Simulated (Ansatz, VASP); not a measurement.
## Pd: VASP beside Ansatz

The input INCAR:

```
PREC = Accurate ; ENCUT = 520
EDIFF = 1E-8 ; ISMEAR = -1
SIGMA = 0.05 ; LREAL = False
LASPH = True ; NELM = 100
ALGO = Normal ; ISIF = 2
LWAVE = False ; LCHARG = False
GGA = PE ; LEFG = True
NBANDS = 11
```

The input KPOINTS:

```
regular mesh
0
Gamma
  18 18 18
```

POSCAR

```
Pd
1.0
    0.0388980000      1.9643490000      1.9643490000
    1.9643490000      0.0388980000      1.9643490000
    1.9643490000      1.9643490000      0.0388980000
Pd
1
Direct
    0.0000000000      0.0000000000      0.0000000000
```

Input for Ansatz:

```yaml
crystal:
  lattice:
    - [0.038898, 1.964349, 1.964349]
    - [1.964349, 0.038898, 1.964349]
    - [1.964349, 1.964349, 0.038898]
  atoms:
    - { symbol: Pd, position: [0.0, 0.0, 0.0] }
kpoints:
  mp_grid: { grid: [18, 18, 18] }
scf:
  occupations: { method: fermi_dirac, width: 0.05 }
hamiltonian:
  xc: pbe
  pseudopotentials: { kind: all_electron, datasets: crystal }
output:
  forces: true
  stress: true
  eigenvalues: true
  efg: { contact_densities: true }
```

Change from the starting cell: equal xy, yz and zx shear strains of +2 %, crystal datasets.

Alike in both runs: task electric field gradients; functional PBE; k mesh 18 × 18 × 18; occupations fermi-dirac, width 0.05 eV; no spin polarisation.

|  | VASP | Ansatz |
| --- | --- | --- |
| version | VASP 6.6.1 | Ansatz 0.2.0 |
| potentials or method | VASP PAW PBE potentials, release 64 (Pd), cutoff 520 eV | all-electron PAW with datasets made for the crystal, scalar-relativistic |

Ansatz gave:

- pressure (GPa): 7.8
- traceless stress, the component that is largest in VASP (GPa): -1.60
- size of Vzz on the site where it differs most (V/Å²): 14.6

Task: Estimate VASP's values.

Result: Pressure (GPa): 7.5; traceless stress, the component that is largest in VASP (GPa): -1.61; size of Vzz on the site where it differs most (V/Å²): 7.2.

Ansatz ran all-electron here, and VASP with PAW potentials.
